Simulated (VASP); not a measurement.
# NbAs (I4_1md) in VASP: electric field gradients with LDA

Aim: the electric field gradients of NbAs with LDA.

Program: VASP 6.6.1. These are calculated values, not measurements. Logs are shortened: lines on timing, memory, paths and dates and some standing lists are left out, and cuts for length are marked.

### Step 1. The cell of the first run

The structure is tetragonal, space group I4_1md (No. 109). Conventional cell: a = 3.475 Å, b = 3.475 Å, c = 11.757 Å, α = 90.00°, β = 90.00°, γ = 90.00°. Nb (site symmetry 2mm) has 6 As at 2.61 to 2.65 Å within 3.4 Å. As (site symmetry 2mm) has 6 Nb at 2.61 to 2.65 Å within 3.4 Å.

### Step 2. Electric field gradients, LDA (volume scaled by 1.02)

INCAR

```
  ALGO = Normal
  EDIFF = 1E-8
  ENCUT = 520
  ISIF = 2
  ISMEAR = -1
  LASPH = True
  LCHARG = False
  LEFG = True
  LREAL = False
  LWAVE = False
  NBANDS = 26
  NELM = 80
  PREC = Accurate
  SIGMA = 0.08
```

KPOINTS

```
k-points
0
Gamma
  15 15 15
```

POSCAR

```
NbAs
1.0
   -1.7372798033      1.7372798033      5.8786766238
    1.7372798033     -1.7372798033      5.8786766238
    1.7372798033      1.7372798033     -5.8786766238
Nb As
2 2
Direct
    0.7500000000      0.7500000000      0.0000000000
    0.5000000000      0.0000000000      0.5000000000
    0.1660000000      0.1660000000      0.0000000000
    0.9160000000      0.4160000000      0.5000000000
```

Potentials or basis: VASP PAW LDA potentials, release 64 (Nb_sv, As).

The run is started by

```sh
$ cat potpaw_LDA.64/Nb_sv/POTCAR potpaw_LDA.64/As/POTCAR > POTCAR
$ mpirun -np 1 vasp_std > vasp.out
```

OUTCAR:

```text
EDIFF = 1E-8
   ENCUT = 520
   ISIF = 2
   ISMEAR = -1
   LASPH = True
   LREAL = False
   NELM = 80
   PREC = Accurate

 ion  position               nearest neighbor table
   1  0.750  0.750  0.000-   4 2.61   4 2.61   3 2.65   3 2.65   3 2.65   3 2.65
   2  0.500  0.000  0.500-   3 2.61   3 2.61   4 2.65   4 2.65   4 2.65   4 2.65
   3  0.166  0.166  0.000-   2 2.61   2 2.61   1 2.65   1 2.65   1 2.65   1 2.65
   4  0.916  0.416  0.500-   1 2.61   1 2.61   2 2.65   2 2.65   2 2.65   2 2.65

  LATTYP: Found a body centered tetragonal cell.
 ALAT       =     3.4745596066
 C/A-ratio  =     3.3838398470

  Lattice vectors:

 A1 = (  -1.7372798033,   1.7372798033,   5.8786766238)
 A2 = (   1.7372798033,  -1.7372798033,   5.8786766238)
 A3 = (   1.7372798033,   1.7372798033,  -5.8786766238)

Analysis of symmetry for initial positions (statically):
=====================================================================
 Subroutine PRICEL returns:
 Original cell was already a primitive cell.

 Routine SETGRP: Setting up the symmetry group for a
 body centered tetragonal supercell.

 Subroutine GETGRP returns: Found  8 space group operations
 (whereof  4 operations were pure point group operations)
 out of a pool of 16 trial point group operations.

The static configuration has the point symmetry C_2v.
 The point group associated with its full space group is C_4v.

Analysis of symmetry for dynamics (positions and initial velocities):
=====================================================================
 Subroutine PRICEL returns:
 Original cell was already a primitive cell.

 Routine SETGRP: Setting up the symmetry group for a
 body centered tetragonal supercell.

 Subroutine GETGRP returns: Found  8 space group operations
 (whereof  4 operations were pure point group operations)
 out of a pool of 16 trial point group operations.

The dynamic configuration has the point symmetry C_2v.
 The point group associated with its full space group is C_4v.

 Subroutine INISYM returns: Found  8 space group operations
 (whereof  4 operations are pure point group operations),
 and found     1 'primitive' translations

----------------------------------------------------------------------------------------

                                     Primitive cell

  volume of cell :      70.9707

  direct lattice vectors                    reciprocal lattice vectors
    -1.737279803  1.737279803  5.878676624     0.000000000  0.287806258  0.085053156
     1.737279803 -1.737279803  5.878676624     0.287806258  0.000000000  0.085053156
     1.737279803  1.737279803 -5.878676624     0.287806258  0.287806258  0.000000000

  length of vectors
     6.371430065  6.371430065  6.371430065     0.300110782  0.300110782  0.407019514

  position of ions in fractional coordinates (direct lattice)
     0.750000000  0.750000000  0.000000000
     0.500000000  0.000000000  0.500000000
     0.166000000  0.166000000  0.000000000
     0.916000000  0.416000000  0.500000000

  ion indices of the primitive-cell ions
   primitive index   ion index
                 1           1
                 2           2
                 3           3
                 4           4

----------------------------------------------------------------------------------------

 KPOINTS: k-points

Automatic generation of k-mesh.
 Grid dimensions read from file:
 generate k-points for:   15   15   15

 Generating k-lattice:

  Cartesian coordinates                     Fractional coordinates (reciprocal lattice)
     0.000000000  0.019187084  0.005670210     0.066666667  0.000000000 -0.000000000
[... 42 lines left out ...]
   number of dos      NEDOS =    301   number of ions     NIONS =      4
   total plane-waves  NPLWV = 110592
   dimension x,y,z NGX =    48 NGY =   48 NGZ =   48
   dimension x,y,z NGXF=    96 NGYF=   96 NGZF=   96
   ions per type =               2   2
   NGX,Y,Z   is equivalent  to a cutoff of  12.52, 12.52, 12.52 a.u.
   NGXF,Y,Z  is equivalent  to a cutoff of  25.05, 25.05, 25.05 a.u.
 SYSTEM =  unknown system
   PREC   = accura    normal or accurate (medium, high low for compatibility)
   ISTART =      0    job   : 0-new  1-cont  2-samecut
   ICHARG =      2    charge: 1-file 2-atom 10-const
   ISPIN  =      1    spin polarized calculation?
   LNONCOLLINEAR =      F non collinear calculations
   LSORBIT =      F    spin-orbit coupling
   LASPH  =      T    aspherical Exc in radial PAW
   ENCUT  =  520.0 eV  38.22 Ry    6.18 a.u.  11.85 11.85 11.85*2*pi/ulx,y,z
   NELM   =     80;   NELMIN=  2; NELMDL= -5     # of ELM steps
   EDIFF  = 0.1E-07   stopping-criterion for ELM
   LREAL  =      F    real-space projection
   EDIFFG = 0.1E-06   stopping-criterion for IOM
   NSW    =      0    number of steps for IOM
   IBRION =     -1    ionic relax: 0-MD 1-quasi-New 2-CG
   NFREE  =      0    steps in history (QN), initial steepest desc. (CG)
   ISIF   =      2    stress and relaxation
   ISYM   =      2    0-nonsym 1-usesym 2-fastsym
   POTIM  = 0.5000    time-step for ionic-motion
   TEBEG  =    0.0;   TEEND  =   0.0 temperature during run
   PSTRESS=    0.0 pullay stress
   NELECT =      36.0000    total number of electrons
   NUPDOWN=      -1.0000    fix difference up-down
   EMIN   =  10.00;   EMAX   =-10.00  energy-range for DOS
   EFERMI =   0.00;   METHOD = LEGACY
   ISMEAR =    -1;   SIGMA  =   0.08  broadening in eV -4-tet -1-fermi 0-gaus
   EFERMI_NEDOS =   21; number of points for ismear=-14 and -15
   IALGO  =     38    algorithm
   IMIX   =      4    mixing-type and parameters
     AMIX     =   0.40;   BMIX     =  1.00
     AMIX_MAG =   1.60;   BMIX_MAG =  1.00
  volume/ion in A,a.u.               =      17.74       119.73
  Fermi-wavevector in a.u.,A,eV,Ry     =   1.305618  2.467259 23.192995  1.704637
  Thomas-Fermi vector in A             =   2.436475
   LORBIT       =      0    0 simple, 1 ext, 2 COOP (PROOUT), +10 PAW based schemes
   GGA     = CA    functional components
   LHFCALC =     F    Hartree Fock is set to
   AEXX    =    0.0000 exact exchange contribution
   IVDW    =     0    specifies the selected vdW correction
   LEPSILON=     F    determine dielectric tensor
   LRPA    =     F    only Hartree local field effects (RPA)
 non-spin polarized calculation
  energy-cutoff  :      520.00
  volume of cell :       70.97
 maximum number of plane-waves:      1938
   NGX = 23   NGY = 23   NGZ = 23

 number of electron      36.0000000 magnetization

 Free energy of the ion-electron system (eV)
  ---------------------------------------------------
  ext. energy  EPLUGINS =         0.00000000
  ---------------------------------------------------
  free energy    TOTEN  =       -36.28535019 eV

  energy without entropy =      -36.26968390  energy(sigma->0) =      -36.27751705

 E-fermi :   9.2966     XC(G=0): -11.9221

 val. band max:        9.2956874928   @ k =  -0.0667   0.4667   0.0667
 cond. band min:       9.2991281959   @ k =  -0.0667  -0.4667   0.0667
 fundamental gap:      0.0034407031
 Fermi energy:         9.2965512923

 k-point     1 :       0.0000    0.0000    0.0000
  band No.  band energies     occupation
      1     -45.5375      2.00000
      2     -45.5109      2.00000
      3     -21.9018      2.00000
      4     -21.8099      2.00000
      5     -21.8099      2.00000
      6     -21.6513      2.00000
[... 685 lines left out ...]
     25      13.4290      0.00000
     26      14.0503      0.00000

 [... further k-points ...]

------------------------ aborting loop because EDIFF is reached ----------------------------------------

  FORCE on cell =-STRESS in cart. coord.  units (eV):
  Direction    XX          YY          ZZ          XY          YZ          ZX
  --------------------------------------------------------------------------------------
  -------------------------------------------------------------------------------------
  Total       -3.9467203     -3.9467203     -3.1615234      0.0000000      0.0000000      0.0000000
  in kB      -89.0979733    -89.0979733    -71.3720017      0.0000000      0.0000000      0.0000000
  external PRESSURE =     -83.1893161 kB  Pullay stress =       0.0000000 kB

 VOLUME and BASIS-vectors are now :
 -----------------------------------------------------------------------------
  energy-cutoff  :      520.00
  volume of cell :       70.97
      direct lattice vectors                 reciprocal lattice vectors
    -1.737279803  1.737279803  5.878676624     0.000000000  0.287806258  0.085053156
     1.737279803 -1.737279803  5.878676624     0.287806258  0.000000000  0.085053156
     1.737279803  1.737279803 -5.878676624     0.287806258  0.287806258  0.000000000

 POSITION                                       TOTAL-FORCE (eV/Angst)
 -----------------------------------------------------------------------------------
      0.00000      0.00000      8.81801        -0.000000     -0.000000     -0.251498
      0.00000      1.73728      0.00000         0.000000      0.000000     -0.251498
      0.00000      0.00000      1.95172        -0.000000     -0.000000      0.251498
      0.00000      1.73728      4.89106         0.000000      0.000000      0.251498
 -----------------------------------------------------------------------------------
    total drift:                               -0.000000     -0.000000     -0.000100

  FREE ENERGIE OF THE ION-ELECTRON SYSTEM (eV)
  ---------------------------------------------------
  free  energy   TOTEN  =       -36.2853501930 eV

  energy  without entropy=      -36.2696839046  energy(sigma->0) =      -36.27751705

 Electric field gradients (V/A^2)
---------------------------------------------------------------------
 ion       V_xx      V_yy      V_zz      V_xy      V_xz      V_yz
---------------------------------------------------------------------
   1      16.424   -13.413    -3.011    -0.000     0.000     0.000
   2     -13.413    16.424    -3.011    -0.000     0.000     0.000
   3      -1.118   -22.959    24.077    -0.000    -0.000    -0.000
   4     -22.959    -1.118    24.077    -0.000    -0.000    -0.000
---------------------------------------------------------------------

 Electric field gradients after diagonalization (V/A^2)
 (convention: |V_zz| > |V_xx| > |V_yy|)
----------------------------------------------------------------------
 ion       V_xx      V_yy      V_zz     asymmetry (V_yy - V_xx)/ V_zz
----------------------------------------------------------------------
   1     -13.413    -3.011    16.424       0.633
   2     -13.413    -3.011    16.424       0.633
   3     -22.959    -1.118    24.077       0.907
   4     -22.959    -1.118    24.077       0.907
----------------------------------------------------------------------

           NMR quadrupolar parameters

 Cq : quadrupolar parameter    Cq=e*Q*V_zz/h
 eta: asymmetry parameters     (V_yy - V_xx)/ V_zz
 Q  : nuclear electric quadrupole moment in mb (millibarn)
----------------------------------------------------------------------
 ion       Cq(MHz)       eta       Q (mb)
----------------------------------------------------------------------
   1       0.040       0.633       1.000
   2       0.040       0.633       1.000
   3       0.058       0.907       1.000
   4       0.058       0.907       1.000
----------------------------------------------------------------------
```

It took 19 min on 1 thread of Intel Xeon Platinum 8259CL at 2.50GHz (Skylake/Cascade Lake), shared host; peak memory 0.6 GiB.

Results:

- Free energy: -36.2854 eV
- Pressure: -8.3 GPa
- Largest force: 0.251 eV/Å
- Band gap on the k mesh: zero (band 18 reaches 9.33 eV, above the bottom of band 19 at 9.31 eV)

Forces on the atoms (eV/Å):
```
Nb   0.000  0.000 -0.251
Nb   0.000  0.000 -0.251
As   0.000  0.000  0.251
As   0.000  0.000  0.251
```

Levels at points of the mesh, in eV from the Fermi level:
```
           k point  band 14  band 15  band 16  band 17  band 18  band 19  band 20  band 21  band 22  band 23
(0.00, 0.00, 0.00)    -2.21    -1.96    -1.62    -1.35    -1.35     0.71     1.27     2.35     2.94     2.94
```

Electric field gradients, principal values (V/Å²):
```
atom   least   middle  greatest (by size)
1 Nb  -3.011  -13.413              16.424
2 Nb  -3.011  -13.413              16.424
3 As  -1.118  -22.959              24.077
4 As  -1.118  -22.959              24.077
```

Caveat: without QUAD_EFG the Cq values of the log hold for a quadrupole moment of 1 mb, not for the nuclei.
